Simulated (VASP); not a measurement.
**BAs: single point with PBE**

BAs:

```
B As
1.0
     3.38397    0.00000    0.00000
    -1.69199    2.93060    0.00000
     0.00000    0.00000    5.12058
B As
1 1
Direct
  0.66667 0.33333 0.50000
  0.33333 0.66667 0.50000
```

```yaml
Program: VASP 6.6.1
Task: single point
Functional: PBE
Potentials_or_basis: VASP PAW PBE potentials, release 64 (B, As)
Cutoff: 520 eV
k_mesh: 12 × 12 × 8
Occupations: gaussian, width 0.02 eV
Spin: no spin polarisation
Dipole_correction: no
Further_INCAR_settings: ALGO = Normal; EDIFF = 1e-06; NBANDS = 11
```

```json
{
  "Pressure": "0.4 GPa",
  "Band gap on the k mesh": "0.44 eV, indirect (least direct gap 0.71 eV)"
}
```

Stress tensor (GPa, compression positive):
```
0.62 0.00 0.00
0.00 0.62 0.00
0.00 0.00 0.03
```

Levels at points of the mesh, in eV from the valence-band top:
| k point | band 1 | band 2 | band 3 | band 4 | band 5 | band 6 | band 7 | band 8 |
| --- | --- | --- | --- | --- | --- | --- | --- | --- |
| (0.00, 0.00, 0.00) | -14.00 | -3.88 | -1.71 | -1.71 | 2.97 | 3.59 | 4.63 | 4.63 |
| (0.50, 0.00, 0.00) | -11.60 | -8.40 | -3.77 | -1.05 | 1.49 | 2.29 | 6.61 | 7.46 |
| (0.00, 0.00, 0.50) | -13.98 | -4.31 | -1.70 | -1.70 | 3.59 | 4.65 | 4.65 | 5.91 |
| (0.50, 0.00, 0.50) | -11.58 | -8.38 | -3.76 | -1.38 | 1.06 | 2.34 | 8.28 | 9.59 |

Wall time 110 s on 1 thread of Intel Xeon 8259CL, on a shared host, peak memory 0.21 GiB.

Caveat: this functional lacks dispersion, which binds the layers, so the pressure and a relaxed spacing across them are unreliable. A k mesh can miss the band edges.
